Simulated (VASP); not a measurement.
Input of a VASP 6.6.1 run:

Contents of POSCAR:

```
NaF
1.0
    2.8416262610      0.0481410616      0.0481410616
    0.0481410616      2.8416262610      0.0481410616
    0.0481410616      0.0481410616      2.8416262610
Na F
1 1
Direct
    0.0000000000      0.0000000000      0.0000000000
    0.5000000000      0.5000000000      0.5000000000
```

INCAR.step1

```
PREC     = Accurate       # precision mode
ENCUT    = 520            # plane-wave cutoff, eV
EDIFF    = 1E-5           # SCF threshold, eV
ISMEAR   = 0              # smearing method
SIGMA    = 0.01           # smearing width, eV
LREAL    = F              # projectors in reciprocal space
LASPH    = T              # aspherical terms in the spheres
NELM     = 100            # most SCF steps
ALGO     = Normal         # electronic algorithm
ISIF     = 2              # what is computed and relaxed
LWAVE    = T              # write WAVECAR
LCHARG   = F              # write CHGCAR
GGA      = PE             # functional
NBANDS   = 14             # bands
```

File INCAR.step2:

```
PREC     = Accurate       # precision mode
ENCUT    = 520            # plane-wave cutoff, eV
EDIFF    = 1E-7           # SCF threshold, eV
ISMEAR   = 0              # smearing method
SIGMA    = 0.01           # smearing width, eV
LREAL    = F              # projectors in reciprocal space
LASPH    = T              # aspherical terms in the spheres
NELM     = 100            # most SCF steps
ALGO     = Normal         # electronic algorithm
ISIF     = 2              # what is computed and relaxed
LWAVE    = F              # write WAVECAR
LCHARG   = F              # write CHGCAR
GGA      = PE             # functional
LHFCALC  = T              # exact exchange
HFSCREEN = 0.2079         # screening, 1/A
PRECFOCK = Normal       
ISTART   = 1            
NBANDS   = 14             # bands
```

File KPOINTS:

```
Automatic mesh
0
Gamma
  6 6 6
```

Potentials or basis: VASP PAW PBE potentials, release 64 (Na_pv, F).

Command:

```sh
$ cat potpaw_PBE.64/Na_pv/POTCAR potpaw_PBE.64/F/POTCAR > POTCAR
$ cp INCAR.step1 INCAR
$ mpirun -np 1 vasp_std > vasp.out
$ cp INCAR.step2 INCAR
$ mpirun -np 1 vasp_std > vasp.out
```

Problem. Estimate the pressure.

Solution. -0.8 GPa.

Problem. Predict the band gap on the k mesh.

Solution. 7.96 eV (least direct gap 8.22 eV).

Stress tensor (GPa, compression positive):
```
-0.82  0.12  0.12
 0.12 -0.82  0.12
 0.12  0.12 -0.82
```

Caveat: the cell differs from its parent crystal (strain along [111] +5.2%); the structure was generated, so it needn't be the stable form of NaF; the PAW data sets were made with another functional, which shifts forces and pressure a little. A k mesh can miss the band edges.
